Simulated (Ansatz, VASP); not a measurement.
RbCl: VASP beside Ansatz

```
Rb Cl
1.0
     3.27400    3.27400    0.00000
    -3.27400    3.27400    0.00000
     0.00000    3.27400    3.27400
Rb Cl
1 1
Direct
  0.00000 0.00000 0.00000
  0.50000 0.50000 0.00000
```

Alike in both runs: task relaxation of cell and atoms; functional r2SCAN; k mesh 10 × 10 × 10; occupations fermi-dirac, width 0.05 eV; no spin polarisation.

```csv
,VASP,Ansatz
version,VASP 6.6.1,Ansatz 0.2.0
potentials or method,"VASP PAW PBE potentials, release 64 (Rb_sv, Cl)","PAW with Ansatz's default frozen-core files, scalar-relativistic"
plane-wave cutoff (eV),550,500
valence electrons in the cell,16,16
```

|  | VASP | Ansatz | Ansatz less VASP |
| --- | --- | --- | --- |
| relaxed volume (Å³/atom) | 36.19 | 36.15 | -0.038 |
| relaxed cell length with the largest relative difference (Å) | 4.678 | 4.676 | -0.0017 |

VASP's potentials were made for PBE, not for r2SCAN.
